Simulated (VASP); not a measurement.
Wanted: the native input for a VASP 6.6.1 run.

```
Task                   : single point
Functional             : PBE
Potentials or basis    : VASP PAW PBE potentials, release 64 (Ni, Sb, Te)
Cutoff                 : 520 eV
k mesh                 : 9 × 9 × 6
Occupations            : gaussian, width 0.05 eV
Spin                   : no spin polarisation
Dipole correction      : no
Further INCAR settings : ALGO = Normal; EDIFF = 1e-06; NBANDS = 24
```

The structure of Ni2SbTe lies in POSCAR:

```
Ni2SbTe
1.0
    3.9656228857      0.0000000000      0.0000000000
   -1.9828114428      3.4343301608      0.0000000000
    0.0000000000      0.0000000000      5.2034824400
Ni Sb Te
2 1 1
Direct
    0.0000000000      0.0000000000      0.7468176000
    0.0000000000      0.0000000000      0.2531824000
    0.6666666700      0.3333333300      0.5000000000
    0.3333333300      0.6666666700      0.0000000000
```

The input as run:

INCAR

```
SYSTEM = Ni2SbTe
PREC = Accurate ; ENCUT = 520
EDIFF = 1E-6 ; ISMEAR = 0
SIGMA = 0.05 ; LREAL = .False.
LASPH = .True. ; NELM = 100
ALGO = Normal ; ISIF = 2
LWAVE = .False. ; LCHARG = .False.
GGA = PE ; NBANDS = 24
```

KPOINTS

```
Automatic mesh
0
Gamma
  9 9 6
  0 0 0
```

Potentials or basis: VASP PAW PBE potentials, release 64 (Ni, Sb, Te).

Command:

```bash
$ cat potpaw_PBE.64/Ni/POTCAR potpaw_PBE.64/Sb/POTCAR potpaw_PBE.64/Te/POTCAR > POTCAR
$ mpirun -np 1 vasp_std > vasp.out
```

It gave:

| Item | Value |
| --- | --- |
| Pressure | 2.5 GPa |
| Largest force | 0.052 eV/Å |

Run time: 57 s on 1 thread of AMD EPYC 7R13 Processor (Zen 3), with other jobs on the host, peak memory 0.21 GiB.
